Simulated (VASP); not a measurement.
Runs of VASP 6.6.1 on HfWF3. The structure is that of space group Pm-3m (No. 221), or close to it. The cells are those of the table. The cell was built from a structure type or drawn by symmetry, and may not be a known phase.

| task | cell | k mesh | cutoff (eV) | gap on the mesh (eV) | pressure (GPa) | relaxed volume (Å³/atom) |
| --- | --- | --- | --- | --- | --- | --- |
| single point | a = 4.009 Å, 5 atoms | 4 × 4 × 4 | 520 | none | (a) | - |
| single point | a = 4.240 Å, 5 atoms | 10 × 10 × 10 | 520 | none | 0.2 | - |
| single point | a = 4.234 Å, 5 atoms | 4 × 4 × 4 | 520 | none | 0.6 | - |
| relaxation of cell and atoms | relaxed from a = 4.009 Å, 5 atoms | 4 × 4 × 4 | 600 | none | 0.2 | 15.27 |
| relaxation of cell and atoms | relaxed from a = 4.234 Å, 5 atoms | 10 × 10 × 10 | 600 | none | 0.0 | 15.27 |

Alike in all rows: level PBE; potentials or basis VASP PAW PBE potentials, release 64 (Hf_pv, W_sv, F); no spin polarisation; smearing gaussian 0.1 eV.

Question: Estimate the missing entries.

Answer: (a) 25.6.

Caveats: some runs use coarse meshes; spin-orbit coupling is left out, which moves the levels of the heavy elements; an odd number of electrons without spin polarisation forces a metal; a magnetic or distorted state may lie lower; the volume moved by over 15 % at a fixed basis, so the end points are rough (at least some runs).

A k mesh can miss the band edges, and the runs leave out spin-orbit coupling on Hf, W.

A gap of «none» marks levels without a gap at the run's occupations.
